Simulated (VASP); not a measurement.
The system is Zr2Br.

```xyz
3
Lattice="5.0750 0.0000 0.0000 -2.5375 4.3951 0.0000 0.0000 0.0000 3.1246" Properties=species:S:1:pos:R:3 pbc="T T T"
Zr    0.0000    2.9300    1.5623
Zr    2.5375    1.4650    1.5623
Br    0.0000    0.0000    0.0000
```

The cell was generated, and may not be a known phase.

Base run:

| Item | Value |
| --- | --- |
| Program | VASP 6.6.1 |
| Functional | PBE |
| Potentials or basis | VASP PAW PBE potentials, release 64 (Zr_sv, Br) |
| Cutoff | 520 eV |
| k mesh | 6 × 6 × 6 |
| Occupations | gaussian, width 0.1 eV |
| Spin | no spin polarisation |

Its results: pressure 0.1 GPa.

Problem. The run is repeated on the same cell with these changes: spin from no spin polarisation to collinear spin; further incar settings from ALGO = Normal; EDIFF = 1e-06; NBANDS = 22 to ALGO = Normal; EDIFF = 1e-06; NBANDS = 26. What comes out?

Solution. Pressure 0.8 GPa; net moment 1.27 μB per cell; site moments Zr +0.42; Br +0.04 μB.

Caveats: an odd number of electrons without spin polarisation forces a metal (at least some runs); a magnetic or distorted state may lie lower (at least some runs).
